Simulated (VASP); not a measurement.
# Be12Cl in VASP: notebook

The runs below take Be12Cl through single point, with PBE+D3(BJ).

Program: VASP 6.6.1. These are calculated values, not measurements. Logs are shortened: lines on timing, memory, paths and dates and some standing lists are left out, and cuts for length are marked.

**1. The cell of the first run**

The cell holds a slab with vacuum, 13 atoms: a = 4.580 Å, b = 4.580 Å, c = 16.588 Å, α = 90.00°, β = 90.00°, γ = 60.00°.

**2. Single point, PBE+D3(BJ)**

INCAR reads:

```
SYSTEM = Be12Cl
ALGO = Normal
EDIFF = 1E-6
ENCUT = 520
GGA = PE
ISIF = 2
ISMEAR = -1
IVDW = 12
LASPH = .True.
LCHARG = .False.
LREAL = .False.
LWAVE = .False.
NBANDS = 28
NELM = 100
PREC = Accurate
SIGMA = 0.1
```

KPOINTS reads:

```
k-points
0
Gamma
  4 4 1
  0 0 0
```

POSCAR reads:

```
Be12Cl
1.0
    4.5800000000      0.0000000000      0.0000000000
    2.2900000000      3.9663960000      0.0000000000
    0.0000000000      0.0000000000     16.5884300000
Be Cl
12 1
Direct
    0.0000000000      0.0000000000      0.0602829804
    0.5000000000      0.0000000000      0.0602829804
    0.0000000000      0.5000000000      0.0602829804
    0.5000000000      0.5000000000      0.0602829804
   -0.1604315139      0.3275005824      0.1658531278
    0.3340879979      0.3337314277      0.1666381930
   -0.1627789338      0.8284936754      0.1687729942
    0.3342147570      0.8258678659      0.1667001036
    0.0130600941     -0.0026555594      0.2777025915
    0.4953181159     -0.0022978039      0.2700743832
    0.0132296801      0.4794755743      0.2777149495
    0.5127711429      0.4888402469      0.2657428099
   -0.0620166997     -0.2251338495      0.3809204970
```

Potentials or basis: VASP PAW PBE potentials, release 64 (Be, Cl).

Run with:

```bash
cat potpaw_PBE.64/Be/POTCAR potpaw_PBE.64/Cl/POTCAR > POTCAR
mpirun -np 1 vasp_std > vasp.out
```

OUTCAR:

```text
SYSTEM = Be12Cl
   EDIFF = 1E-6
   ENCUT = 520
   GGA = PE
   ISIF = 2
   ISMEAR = -1
   IVDW = 12
   LASPH = .True.
   LREAL = .False.
   NELM = 100
   PREC = Accurate
 IVDW          = 12

 ion  position               nearest neighbor table
   1  0.000  0.000  0.060-   5 2.18   8 2.21   7 2.24   3 2.29   3 2.29   4 2.29   4 2.29   2 2.29
                             2 2.29
   2  0.500  0.000  0.060-   6 2.21   8 2.22   7 2.24   4 2.29   3 2.29   4 2.29   3 2.29   1 2.29
                             1 2.29
   3  0.000  0.500  0.060-   5 2.19   6 2.21   7 2.22   1 2.29   1 2.29   2 2.29   2 2.29   4 2.29
                             4 2.29
   4  0.500  0.500  0.060-   8 2.19   6 2.20   5 2.21   2 2.29   1 2.29   2 2.29   1 2.29   3 2.29
                             3 2.29
   5  0.840  0.328  0.166-  12 2.10   1 2.18   3 2.19   4 2.21  11 2.26   9 2.27   6 2.28   8 2.28
                             7 2.29   7 2.29   8 2.30   6 2.30
   6  0.334  0.334  0.167-  12 2.11  10 2.17   4 2.20   2 2.21   3 2.21  11 2.24   8 2.25   7 2.27
                             5 2.28   5 2.30   7 2.31   8 2.33
   7  0.837  0.828  0.169-  10 2.16   3 2.22   1 2.24   2 2.24   9 2.27   8 2.27   6 2.27  11 2.28
                             5 2.29   5 2.29   6 2.31   8 2.31
   8  0.334  0.826  0.167-  12 2.12  10 2.16   4 2.19   1 2.21   2 2.22   9 2.24   6 2.25   7 2.27
                             5 2.28   5 2.30   7 2.31   6 2.33
   9  0.013  0.997  0.278-  13 2.11  11 2.21  10 2.21   8 2.24   7 2.27   5 2.27  12 2.28  12 2.32
                            11 2.37  10 2.37
  10  0.495  0.998  0.270-   7 2.16   8 2.16   6 2.17  11 2.21   9 2.21  12 2.29  12 2.29   9 2.37
                            11 2.38
  11  0.013  0.479  0.278-  13 2.10   9 2.21  10 2.21   6 2.24   5 2.26   7 2.28  12 2.28  12 2.32
                             9 2.37  10 2.38
  12  0.513  0.489  0.266-   5 2.10   6 2.11   8 2.12  11 2.28   9 2.28  10 2.29  10 2.29   9 2.32
                            11 2.32
  13  0.938  0.775  0.381-  11 2.10   9 2.11

  LATTYP: Found a hexagonal cell.
 ALAT       =     4.5799996975
 C/A-ratio  =     3.6219281868

  Lattice vectors:

 A1 = (  -2.2900000000,  -3.9663960000,   0.0000000000)
 A2 = (   4.5800000000,   0.0000000000,   0.0000000000)
 A3 = (   0.0000000000,   0.0000000000,  16.5884300000)

Analysis of symmetry for initial positions (statically):
=====================================================================
 Subroutine PRICEL returns:
 Original cell was already a primitive cell.

 Routine SETGRP: Setting up the symmetry group for a
 hexagonal supercell.

 Subroutine GETGRP returns: Found  1 space group operations
 (whereof  1 operations were pure point group operations)
 out of a pool of 24 trial point group operations.

The static configuration has the point symmetry C_1 .

Analysis of symmetry for dynamics (positions and initial velocities):
=====================================================================
 Subroutine PRICEL returns:
 Original cell was already a primitive cell.

 Routine SETGRP: Setting up the symmetry group for a
 hexagonal supercell.

 Subroutine GETGRP returns: Found  1 space group operations
 (whereof  1 operations were pure point group operations)
 out of a pool of 24 trial point group operations.

The dynamic configuration has the point symmetry C_1 .

 Subroutine INISYM returns: Found  1 space group operations
 (whereof  1 operations are pure point group operations),
 and found     1 'primitive' translations

----------------------------------------------------------------------------------------

                                     Primitive cell

  volume of cell :     301.3470

  direct lattice vectors                    reciprocal lattice vectors
     4.580000000  0.000000000  0.000000000     0.218340611 -0.126059022  0.000000000
     2.290000000  3.966396000  0.000000000     0.000000000  0.252118044  0.000000000
     0.000000000  0.000000000 16.588430000     0.000000000  0.000000000  0.060282980

  length of vectors
[... 47 lines left out ...]
   IALGO  =     38    algorithm
   IMIX   =      4    mixing-type and parameters
     AMIX     =   0.40;   BMIX     =  1.00
     AMIX_MAG =   1.60;   BMIX_MAG =  1.00
  volume/ion in A,a.u.               =      23.18       156.43
  Fermi-wavevector in a.u.,A,eV,Ry     =   0.767078  1.449568  8.005795  0.588409
  Thomas-Fermi vector in A             =   1.867557
   LORBIT       =      0    0 simple, 1 ext, 2 COOP (PROOUT), +10 PAW based schemes
   GGA     = PE    functional components
   LHFCALC =     F    Hartree Fock is set to
   AEXX    =    0.0000 exact exchange contribution
   IVDW    =    12    specifies the selected vdW correction
   LEPSILON=     F    determine dielectric tensor
   LRPA    =     F    only Hartree local field effects (RPA)
 non-spin polarized calculation
  energy-cutoff  :      520.00
  volume of cell :      301.35
 maximum number of plane-waves:      8143
 NGX is ok and might be reduce to    36
   NGX = 17   NGY = 17   NGZ = 61

 number of electron      30.9999999 magnetization

 Free energy of the ion-electron system (eV)
  ---------------------------------------------------
  ext. energy  EPLUGINS =         0.00000000
  ---------------------------------------------------
  free energy    TOTEN  =       -44.69560602 eV

  energy without entropy =      -44.60114085  energy(sigma->0) =      -44.64837343

 E-fermi :  -0.6905     XC(G=0):  -5.1129

 val. band max:       -0.7613129036   @ k =   0.2500   0.5000   0.0000
 cond. band min:      -0.6414250659   @ k =   0.0000   0.0000   0.0000
 fundamental gap:      0.1198878377
 Fermi energy:        -0.6905136115

 k-point     1 :       0.0000    0.0000    0.0000
  band No.  band energies     occupation
      1     -17.3391      2.00000
      2     -10.3836      2.00000
      3      -8.2342      2.00000
      4      -6.3776      2.00000
      5      -5.4814      2.00000
      6      -5.3822      2.00000
[... 289 lines left out ...]
     26       5.6816      0.00000
     27       5.8982      0.00000
 [bands above 27 left out]

------------------------ aborting loop because EDIFF is reached ----------------------------------------

 Edisp (eV)   -3.00765

 E8    (eV) :    -1.0923

  FORCE on cell =-STRESS in cart. coord.  units (eV):
  Direction    XX          YY          ZZ          XY          YZ          ZX
  --------------------------------------------------------------------------------------
  -------------------------------------------------------------------------------------
  Total      -7.43232    -7.60084    -0.13207    -0.21623     0.96550    -0.81271
  in kB     -39.51557   -40.41154    -0.70218    -1.14965     5.13331    -4.32096
  external pressure =      -26.88 kB  Pullay stress =        0.00 kB

 VOLUME and BASIS-vectors are now :
 -----------------------------------------------------------------------------
  energy-cutoff  :      520.00
  volume of cell :      301.35
      direct lattice vectors                 reciprocal lattice vectors
     4.580000000  0.000000000  0.000000000     0.218340611 -0.126059022  0.000000000
     2.290000000  3.966396000  0.000000000     0.000000000  0.252118044  0.000000000
     0.000000000  0.000000000 16.588430000     0.000000000  0.000000000  0.060282980

 POSITION                                       TOTAL-FORCE (eV/Angst)
 -----------------------------------------------------------------------------------
      0.00000      0.00000      1.00000        -0.023976     -0.129565     -0.025236
      2.29000      0.00000      1.00000         0.010449     -0.049256      0.035341
      1.14500      1.98320      1.00000         0.064184      0.036268     -0.021965
      3.43500      1.98320      1.00000         0.006364     -0.044011      0.005731
      4.59520      1.29900      2.75124         0.015813      0.002448      0.003219
      2.29437      1.32371      2.76427         0.015721     -0.010885     -0.000175
      5.73172      3.28613      2.79968         0.008639      0.007410      0.003859
      3.42194      3.27572      2.76529         0.029140      0.011773      0.000288
      2.34373      3.95586      4.60665         0.042573      0.003712     -0.007242
      4.55329      3.95728      4.48011         0.038071     -0.003436      0.092332
      1.15859      1.90179      4.60685         0.035534     -0.008253     -0.007699
      3.46794      1.93893      4.40826         0.030957      0.001653     -0.034449
      6.07041      3.07343      6.31887        -0.273470      0.182140     -0.044004
 -----------------------------------------------------------------------------------
    total drift:                                0.000085     -0.000078     -0.000124

  FREE ENERGIE OF THE ION-ELECTRON SYSTEM (eV)
  ---------------------------------------------------
  free  energy   TOTEN  =       -47.7032602309 eV

  energy  without entropy=      -47.6087950532  energy(sigma->0) =      -47.65602764
```

Run time: 4 min. Hardware: 1 thread of Intel Xeon 8259CL, shared host; peak memory 0.41 GiB.

What came out:

```
Free energy                : -47.7033 eV
Largest force              : 0.332 eV/Å
Band gap on the k mesh     : zero (an odd number of electrons rules out a gap without spin polarisation)
Dispersion energy per atom : -0.231 eV
```

Forces on the atoms (eV/Å):
```
Be  -0.024 -0.130 -0.025
Be   0.010 -0.049  0.035
Be   0.064  0.036 -0.022
Be   0.006 -0.044  0.006
Be   0.016  0.002  0.003
Be   0.016 -0.011  0.000
Be   0.009  0.007  0.004
Be   0.029  0.012  0.000
Be   0.043  0.004 -0.007
Be   0.038 -0.003  0.092
Be   0.036 -0.008 -0.008
Be   0.031  0.002 -0.034
Cl  -0.273  0.182 -0.044
```

Caveat: the k points lie up to 0.40 Å⁻¹ apart, too coarse for converged energies and pressures of a metal; there is no dipole correction, which matters where the two faces differ.

**3. Single point, PBE+D3(BJ)**

INCAR reads:

```
PREC = Accurate
ENCUT = 520
EDIFF = 1E-7
ISMEAR = -1
SIGMA = 0.1
LREAL = False
LASPH = True
NELM = 80
ALGO = Normal
ISIF = 2
LWAVE = False
LCHARG = False
GGA = PE
IVDW = 12
NBANDS = 28
```

KPOINTS reads:

```
Automatic mesh
0
Gamma
  4 4 1
```

POSCAR reads:

```
Be12Cl
1.0
    4.5800000000      0.0000000000      0.0000000000
    2.2900000000      3.9663960000      0.0000000000
    0.0000000000      0.0000000000     16.5884300000
Be Cl
12 1
Direct
    0.0000000000      0.0000000000      0.0602829804
    0.5000000000      0.0000000000      0.0602829804
    0.0000000000      0.5000000000      0.0602829804
    0.5000000000      0.5000000000      0.0602829804
   -0.1628125663      0.3286290628      0.1657232782
    0.3291256121      0.3384273784      0.1665356517
   -0.1636697322      0.8288403377      0.1685527805
    0.3291091734      0.8260017406      0.1665229319
    0.0041467625     -0.0007371932      0.2783802325
    0.4879161098      0.0014446364      0.2652337201
    0.0042138849      0.4865089114      0.2783939167
    0.5065375076      0.4919564259      0.2681161508
    0.0144868074     -0.2633688114      0.3833594861
```

Potentials or basis: VASP PAW PBE potentials, release 64 (Be, Cl).

Run with:

```bash
cat potpaw_PBE.64/Be/POTCAR potpaw_PBE.64/Cl/POTCAR > POTCAR
mpirun -np 1 vasp_std > vasp.out
```

It took 4.8 min on 1 thread of Intel Xeon 8259CL, shared host; peak memory 0.42 GiB.

The run converged. Its results:

| Quantity | Value |
| --- | --- |
| Free energy | -47.6413 eV |
| Largest force | 0.154 eV/Å |
| Band gap on the k mesh | zero (an odd number of electrons rules out a gap without spin polarisation) |
| Dispersion energy per atom | -0.231 eV |

Forces in eV/Å, atoms in the order of the input:
```
Be  -0.063 -0.138 -0.029
Be  -0.017 -0.031  0.042
Be   0.057  0.071 -0.023
Be  -0.033 -0.023 -0.009
Be   0.007  0.007  0.002
Be   0.004  0.010 -0.003
Be   0.006  0.009  0.000
Be   0.005  0.012 -0.003
Be   0.005  0.011  0.005
Be   0.010  0.013  0.011
Be   0.010  0.020  0.005
Be   0.008  0.015  0.006
Cl   0.000  0.023 -0.003
```

Levels at points of the mesh, in eV from the Fermi level:
```tsv
k point	band 12	band 13	band 14	band 15	band 16	band 17	band 18	band 19	band 20	band 21
(0.00, 0.00, 0.00)	-1.95	-1.76	-1.74	-1.71	-1.63	-0.06	2.82	2.84	3.08	4.12
(0.50, 0.00, 0.00)	-2.08	-1.24	-0.89	0.29	0.87	1.06	2.64	3.08	3.36	4.51
(0.50, 0.50, 0.00)	-1.95	-1.25	-0.94	0.40	0.82	1.15	2.20	3.21	3.31	4.54
(0.00, 0.50, 0.00)	-1.95	-1.25	-0.94	0.41	0.83	1.15	2.20	3.21	3.32	4.53
```

Caveat: the k points lie up to 0.40 Å⁻¹ apart, too coarse for converged energies and pressures of a metal; there is no dipole correction, which matters where the two faces differ.

**4. Single point, PBE+D3(BJ)**

INCAR reads:

```
SYSTEM = Be12Cl
ALGO = Normal ; EDIFF = 1E-6
ENCUT = 520 ; GGA = PE
ISIF = 2 ; ISMEAR = -1
IVDW = 12 ; LASPH = .True.
LCHARG = .True. ; LELF = .True.
LREAL = .False. ; LVHAR = .True.
LWAVE = .False. ; NBANDS = 28
NELM = 60 ; PREC = Accurate
SIGMA = 0.1
```

KPOINTS reads:

```
k-points
0
Gamma
  4 4 1
  0 0 0
```

POSCAR reads:

```
Be12Cl
1.0
    4.5800000000      0.0000000000      0.0000000000
    2.2900000000      3.9663960000      0.0000000000
    0.0000000000      0.0000000000     16.5884300000
Be Cl
12 1
Direct
    0.0000000000      0.0000000000      0.0602829804
    0.5000000000      0.0000000000      0.0602829804
    0.0000000000      0.5000000000      0.0602829804
    0.5000000000      0.5000000000      0.0602829804
   -0.1670907953      0.3306606300      0.1657239413
    0.3257241411      0.3411774820      0.1668095172
   -0.1635636816      0.8286701580      0.1680976440
    0.3255806264      0.8265321970      0.1667353089
   -0.0044398008      0.0021896452      0.2778143562
    0.4869334339      0.0018313855      0.2630242886
   -0.0044314763      0.4921061841      0.2778459444
    0.4971977178      0.4965220316      0.2725725702
    0.0836882196     -0.2980751292      0.3818625994
```

Run with:

```bash
cat potpaw_PBE.64/Be/POTCAR potpaw_PBE.64/Cl/POTCAR > POTCAR
mpirun -np 1 vasp_std > vasp.out
```

Run time: 4 min. Hardware: 1 thread of Intel Xeon 8259CL, shared host; peak memory 0.41 GiB.

It converged, with:

- Free energy: -47.6842 eV
- Largest force: 0.256 eV/Å
- Band gap on the k mesh: zero (an odd number of electrons rules out a gap without spin polarisation)
- Dispersion energy per atom: -0.231 eV

Forces on the atoms (eV/Å):
```
Be  -0.080 -0.115 -0.029
Be  -0.037 -0.017  0.055
Be   0.031  0.071 -0.022
Be  -0.077  0.001 -0.016
Be  -0.008  0.016  0.004
Be  -0.004  0.021  0.000
Be   0.007  0.009 -0.009
Be  -0.008  0.013  0.001
Be  -0.023  0.022 -0.003
Be   0.007  0.015 -0.024
Be  -0.014  0.040 -0.004
Be  -0.023  0.033  0.076
Cl   0.230 -0.109 -0.028
```

Levels at points of the mesh, in eV from the Fermi level:
| k point | band 14 | band 15 | band 16 | band 17 | band 18 | band 19 |
| --- | --- | --- | --- | --- | --- | --- |
| (0.00, 0.00, 0.00) | -1.74 | -1.72 | -1.69 | -0.02 | 2.76 | 2.82 |
| (0.50, 0.00, 0.00) | -0.89 | 0.30 | 0.85 | 1.11 | 2.55 | 3.10 |
| (0.50, 0.50, 0.00) | -0.91 | 0.37 | 0.84 | 1.15 | 2.26 | 3.18 |
| (0.00, 0.50, 0.00) | -0.91 | 0.38 | 0.84 | 1.15 | 2.26 | 3.18 |

Caveat: the k points lie up to 0.40 Å⁻¹ apart, too coarse for converged energies and pressures of a metal; there is no dipole correction, which matters where the two faces differ.

**5. Single point, PBE+D3(BJ)**

INCAR reads:

```
SYSTEM = Be12Cl
PREC = Accurate ; ENCUT = 520
EDIFF = 1E-7 ; ISMEAR = -1
SIGMA = 0.1 ; LREAL = .False.
LASPH = .True. ; NELM = 60
ALGO = Normal ; ISIF = 2
LWAVE = .False. ; LCHARG = .False.
GGA = PE ; IVDW = 12
NBANDS = 28
```

KPOINTS reads:

```
Automatic mesh
0
Gamma
  4 4 1
  0 0 0
```

POSCAR reads:

```
Be12Cl
1.0
    4.5800000000      0.0000000000      0.0000000000
    2.2900000000      3.9663960000      0.0000000000
    0.0000000000      0.0000000000     16.5884300000
Be Cl
12 1
Direct
    0.0000000000      0.0000000000      0.0602829804
    0.5000000000      0.0000000000      0.0602829804
    0.0000000000      0.5000000000      0.0602829804
    0.5000000000      0.5000000000      0.0602829804
   -0.1696234925      0.3336242776      0.1657112819
    0.3288093468      0.3363136207      0.1681798699
   -0.1591566839      0.8262352019      0.1667476066
    0.3264991536      0.8261187234      0.1666849726
   -0.0041316889     -0.0012593296      0.2716784530
    0.5020411173     -0.0132604006      0.2633416182
   -0.0087671507      0.4969884500      0.2779457730
    0.5018582425      0.4969695411      0.2779184046
    0.2083740838     -0.4289127964      0.3822449141
```

Run with:

```bash
cat potpaw_PBE.64/Be/POTCAR potpaw_PBE.64/Cl/POTCAR > POTCAR
mpirun -np 1 vasp_std > vasp.out
```

Wall time 4 min (1 thread of Intel Xeon 8259CL, shared host); peak memory 0.42 GiB.

The run converged. Its results:

```
Free energy                : -47.6703 eV
Largest force              : 0.224 eV/Å
Band gap on the k mesh     : zero (an odd number of electrons rules out a gap without spin polarisation)
Dispersion energy per atom : -0.231 eV
```

Forces in eV/Å, atoms in the order of the input:
```
Be  -0.037 -0.059 -0.015
Be  -0.033 -0.020  0.053
Be   0.082 -0.005 -0.023
Be  -0.143 -0.008 -0.029
Be   0.010 -0.011  0.003
Be   0.011  0.000 -0.007
Be   0.016 -0.013 -0.001
Be   0.007 -0.013  0.000
Be   0.017 -0.031  0.061
Be   0.016 -0.005 -0.026
Be   0.027 -0.029 -0.001
Be   0.008 -0.029  0.000
Cl   0.020  0.223 -0.015
```

Levels at points of the mesh, in eV from the Fermi level:
```tsv
k point	band 13	band 14	band 15	band 16	band 17	band 18	band 19	band 20
(0.00, 0.00, 0.00)	-1.75	-1.74	-1.70	-1.69	-0.04	2.77	2.83	3.13
(0.50, 0.00, 0.00)	-1.27	-0.92	0.39	0.83	1.15	2.24	3.18	3.34
(0.50, 0.50, 0.00)	-1.27	-0.92	0.38	0.83	1.15	2.24	3.19	3.33
(0.00, 0.50, 0.00)	-1.25	-0.89	0.30	0.86	1.10	2.57	3.10	3.36
```

Caveat: the k points lie up to 0.40 Å⁻¹ apart, too coarse for converged energies and pressures of a metal; there is no dipole correction, which matters where the two faces differ.

**6. The runs side by side**

| cell | gap on the mesh (eV) | largest force (eV/Å) |
| --- | --- | --- |
| as given, atomic positions A | none | 0.33 |
| as given, atomic positions B | none | 0.15 |
| as given, atomic positions C | none | 0.26 |
| as given, atomic positions D | none | 0.22 |

Alike in all rows: task single point; level PBE+D3(BJ); potentials or basis VASP PAW PBE potentials, release 64 (Be, Cl); no spin polarisation; k mesh 4 × 4 × 1; cutoff (eV) 520; smearing fermi-dirac 0.1 eV.

Caveats: all runs use coarse meshes; there is no dipole correction, which matters where the two faces differ.

Total energies depend on the potentials used, so only differences within one code and one set of settings carry meaning.

The gap in the log of VASP goes by the Fermi energy; the results here count the filled bands.